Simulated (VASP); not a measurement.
# Ir3Rh (Pm-3m) in VASP: relaxation of cell and atoms with LDA

Aim: the relaxation of cell and atoms of Ir3Rh with LDA.

Everything below comes from runs of VASP 6.6.1. Logs are shortened: lines on timing, memory, paths and dates and some standing lists are left out, and cuts for length are marked.

## Step 1: The cell of the first run

It takes space group Pm-3m (No. 221, cubic). Conventional cell: a = 3.840 Å, b = 3.840 Å, c = 3.840 Å, α = 90.00°, β = 90.00°, γ = 90.00°. Ir (site symmetry 4/mmm) has 8 Ir at 2.72 Å and 4 Rh at 2.72 Å within 3.6 Å. Within 3.6 Å of Rh (site symmetry m-3m) lie 12 Ir at 2.72 Å.

## Step 2: Relaxation of cell and atoms, LDA

INCAR

```
  PREC = Accurate
  ENCUT = 620
  EDIFF = 1E-7
  ISMEAR = -1
  SIGMA = 0.05
  LREAL = False
  LASPH = True
  NELM = 120
  ALGO = Normal
  ISIF = 3
  LWAVE = False
  LCHARG = False
  GGA = CA
  IBRION = 2
  NSW = 80
  EDIFFG = -0.01
  GGA_COMPAT = False
  NELMIN = 4
```

KPOINTS

```
regular mesh
0
Gamma
  6 6 6
```

POSCAR

```
Ir3Rh
1.0
    3.8403358500      0.0000000000      0.0000000000
    0.0000000000      3.8403358500      0.0000000000
    0.0000000000      0.0000000000      3.8403358500
Ir Rh
3 1
Direct
    0.5000000000      0.0000000000      0.5000000000
    0.0000000000      0.5000000000      0.5000000000
    0.5000000000      0.5000000000      0.0000000000
    0.0000000000      0.0000000000      0.0000000000
```

Potentials or basis: VASP PAW LDA potentials, release 64 (Ir_sv_GW, Rh_sv_GW).

The run is started by

```console
cat potpaw_LDA.64/Ir_sv_GW/POTCAR potpaw_LDA.64/Rh_sv_GW/POTCAR > POTCAR
mpirun -np 1 vasp_std > vasp.out
```

OUTCAR:

```text
PREC = Accurate
   ENCUT = 620
   EDIFF = 1E-7
   ISMEAR = -1
   LREAL = False
   LASPH = True
   NELM = 120
   ISIF = 3
   GGA = CA
   IBRION = 2
   NSW = 80
   EDIFFG = -0.01
   NELMIN = 4

 ion  position               nearest neighbor table
   1  0.500  0.000  0.500-   2 2.72   3 2.72   4 2.72   3 2.72   4 2.72   2 2.72   3 2.72   3 2.72
                             2 2.72   4 2.72   4 2.72   2 2.72
   2  0.000  0.500  0.500-   1 2.72   3 2.72   4 2.72   3 2.72   4 2.72   1 2.72   4 2.72   4 2.72
                             1 2.72   3 2.72   3 2.72   1 2.72
   3  0.500  0.500  0.000-   1 2.72   2 2.72   4 2.72   1 2.72   2 2.72   1 2.72   4 2.72   1 2.72
                             2 2.72   4 2.72   2 2.72   4 2.72
   4  0.000  0.000  0.000-   1 2.72   2 2.72   3 2.72   1 2.72   2 2.72   2 2.72   3 2.72   2 2.72
                             1 2.72   3 2.72   1 2.72   3 2.72

  LATTYP: Found a simple cubic cell.
 ALAT       =     3.8403358500

  Lattice vectors:

 A1 = (   3.8403358500,   0.0000000000,   0.0000000000)
 A2 = (   0.0000000000,   3.8403358500,   0.0000000000)
 A3 = (   0.0000000000,   0.0000000000,   3.8403358500)

Analysis of symmetry for initial positions (statically):
=====================================================================
 Subroutine PRICEL returns:
 Original cell was already a primitive cell.

 Routine SETGRP: Setting up the symmetry group for a
 simple cubic supercell.

 Subroutine GETGRP returns: Found 48 space group operations
 (whereof 48 operations were pure point group operations)
 out of a pool of 48 trial point group operations.

The static configuration has the point symmetry O_h .

Analysis of symmetry for dynamics (positions and initial velocities):
=====================================================================
 Subroutine PRICEL returns:
 Original cell was already a primitive cell.

 Routine SETGRP: Setting up the symmetry group for a
 simple cubic supercell.

 Subroutine GETGRP returns: Found 48 space group operations
 (whereof 48 operations were pure point group operations)
 out of a pool of 48 trial point group operations.

The dynamic configuration has the point symmetry O_h .

 Subroutine INISYM returns: Found 48 space group operations
 (whereof 48 operations are pure point group operations),
 and found     1 'primitive' translations

----------------------------------------------------------------------------------------

                                     Primitive cell

  volume of cell :      56.6380

[... 77 lines left out ...]
 SYSTEM =  unknown system
   PREC   = accura    normal or accurate (medium, high low for compatibility)
   ISTART =      0    job   : 0-new  1-cont  2-samecut
   ICHARG =      2    charge: 1-file 2-atom 10-const
   ISPIN  =      1    spin polarized calculation?
   LNONCOLLINEAR =      F non collinear calculations
   LSORBIT =      F    spin-orbit coupling
   LASPH  =      T    aspherical Exc in radial PAW
   ENCUT  =  620.0 eV  45.57 Ry    6.75 a.u.   7.80  7.80  7.80*2*pi/ulx,y,z
   NELM   =    120;   NELMIN=  4; NELMDL= -5     # of ELM steps
   EDIFF  = 0.1E-06   stopping-criterion for ELM
   LREAL  =      F    real-space projection
   EDIFFG = -.1E-01   stopping-criterion for IOM
   NSW    =     80    number of steps for IOM
   IBRION =      2    ionic relax: 0-MD 1-quasi-New 2-CG
   NFREE  =      1    steps in history (QN), initial steepest desc. (CG)
   ISIF   =      3    stress and relaxation
   ISYM   =      2    0-nonsym 1-usesym 2-fastsym
   POTIM  = 0.5000    time-step for ionic-motion
   TEBEG  =    0.0;   TEEND  =   0.0 temperature during run
   PSTRESS=    0.0 pullay stress
   NELECT =      68.0000    total number of electrons
   NUPDOWN=      -1.0000    fix difference up-down
   EMIN   =  10.00;   EMAX   =-10.00  energy-range for DOS
   EFERMI =   0.00;   METHOD = LEGACY
   ISMEAR =    -1;   SIGMA  =   0.05  broadening in eV -4-tet -1-fermi 0-gaus
   EFERMI_NEDOS =   21; number of points for ismear=-14 and -15
   IALGO  =     38    algorithm
   IMIX   =      4    mixing-type and parameters
     AMIX     =   0.40;   BMIX     =  1.00
     AMIX_MAG =   1.60;   BMIX_MAG =  1.00
  volume/ion in A,a.u.               =      14.16        95.55
  Fermi-wavevector in a.u.,A,eV,Ry     =   1.739971  3.288068 41.191610  3.027498
  Thomas-Fermi vector in A             =   2.812709
   LORBIT       =      0    0 simple, 1 ext, 2 COOP (PROOUT), +10 PAW based schemes
   GGA     = CA    functional components
   LHFCALC =     F    Hartree Fock is set to
   AEXX    =    0.0000 exact exchange contribution
   IVDW    =     0    specifies the selected vdW correction
   LEPSILON=     F    determine dielectric tensor
   LRPA    =     F    only Hartree local field effects (RPA)
 conjugate gradient relaxation of ions
 non-spin polarized calculation
  energy-cutoff  :      620.00
  volume of cell :       56.64
 maximum number of plane-waves:      2008
 NGX is ok and might be reduce to    32
   NGX = 15   NGY = 15   NGZ = 15

--------------------------------------- Ionic step        1  -------------------------------------------

 number of electron      68.0000011 magnetization

 Free energy of the ion-electron system (eV)
  ---------------------------------------------------
  ext. energy  EPLUGINS =         0.00000000
  ---------------------------------------------------
  free energy    TOTEN  =       -40.61877996 eV

  energy without entropy =      -40.59017814  energy(sigma->0) =      -40.60447905

------------------------ aborting loop because EDIFF is reached ----------------------------------------

  FORCE on cell =-STRESS in cart. coord.  units (eV):
  Direction    XX          YY          ZZ          XY          YZ          ZX
  --------------------------------------------------------------------------------------
  -------------------------------------------------------------------------------------
  Total       -4.2241962     -4.2241962     -4.2241962      0.0000000      0.0000000     -0.0000000
  in kB     -119.4942595   -119.4942595   -119.4942595      0.0000000      0.0000000     -0.0000000
  external PRESSURE =    -119.4942595 kB  Pullay stress =       0.0000000 kB
[... 101 lines left out ...]
--------------------------------------- Ionic step        4  -------------------------------------------

 number of electron      68.0000001 magnetization

 Free energy of the ion-electron system (eV)
  ---------------------------------------------------
  ext. energy  EPLUGINS =         0.00000000
  ---------------------------------------------------
  free energy    TOTEN  =       -40.69035346 eV

  energy without entropy =      -40.66286233  energy(sigma->0) =      -40.67660790

 E-fermi :  12.6307     XC(G=0): -14.8604

 val. band max:       12.6241526607   @ k =   0.3333   0.3333   0.0000
 cond. band min:      12.6567531908   @ k =   0.3333   0.3333   0.1667
 fundamental gap:      0.0326005301
 Fermi energy:        12.6307049445

 k-point     1 :       0.0000    0.0000    0.0000
  band No.  band energies     occupation
      1     -79.8634      2.00000
      2     -79.7841      2.00000
      3     -79.7841      2.00000
      4     -66.1853      2.00000
      5     -37.2122      2.00000
      6     -37.2122      2.00000
[... 880 lines left out ...]
  FREE ENERGIE OF THE ION-ELECTRON SYSTEM (eV)
  ---------------------------------------------------
  free  energy   TOTEN  =       -40.6903534632 eV

  energy  without entropy=      -40.6628623307  energy(sigma->0) =      -40.67660790

 reached required accuracy - stopping structural energy minimisation
```

Run time: 1.9 min. Hardware: 1 thread of Intel Xeon Platinum 8488C (Sapphire Rapids), shared host; peak memory 0.21 GiB.

Results:

| Property | Result |
| --- | --- |
| Free energy | -40.6904 eV |
| Relaxed volume | 13.70 Å³/atom |
| Relaxed cell | a = 3.798 Å, b = 3.798 Å, c = 3.798 Å, α = 90.00°, β = 90.00°, γ = 90.00° |
| Space group after relaxing (to 0.1 Å) | Pm-3m (No. 221) |
| Energy gained by relaxing | 17.9 meV/atom |
| Ionic steps | 4 |
| Pressure after relaxing | -0.1 GPa |
| Band gap on the k mesh | zero (bands 34 and 35 overlap by 2.43 eV) |

The path:
```csv
step,energy change (eV),largest force (eV/Å),pressure (GPa),volume (Å³)
1,0.0000,0.0000,-11.95,56.64
2,1.0703,0.0000,64.86,48.41
3,-0.0714,0.0000,-0.72,54.88
4,-0.0716,0.0000,-0.11,54.79
```

Final structure:
```cif
data_structure
_symmetry_space_group_name_H-M 'P 1'
_symmetry_Int_Tables_number 1
_cell_length_a 3.7982
_cell_length_b 3.7982
_cell_length_c 3.7982
_cell_angle_alpha 90.000
_cell_angle_beta 90.000
_cell_angle_gamma 90.000
_cell_volume 54.79
loop_
_atom_site_label
_atom_site_type_symbol
_atom_site_fract_x
_atom_site_fract_y
_atom_site_fract_z
_atom_site_occupancy
Ir1 Ir 0.50000 0.00000 0.50000 1
Ir2 Ir 0.00000 0.50000 0.50000 1
Ir3 Ir 0.50000 0.50000 0.00000 1
Rh1 Rh 0.00000 0.00000 0.00000 1
```

Levels at points of the mesh, in eV from the Fermi level:
```
           k point  band 32  band 33  band 34  band 35  band 36  band 37
(0.00, 0.00, 0.00)     1.08     1.08     1.13     1.73     1.73     1.73
(0.50, 0.00, 0.00)    -1.77    -1.77    -1.66    -0.47    -0.06     1.07
(0.50, 0.50, 0.00)    -2.36    -1.53    -1.53    -1.30    -1.19     2.36
(0.50, 0.50, 0.50)    -0.35     0.63     0.63     0.63     0.72     0.72
```

Caveat: spin-orbit coupling is left out, which moves the levels of the heavy elements.

The gap in the log of VASP goes by the Fermi energy; the results here count the filled bands.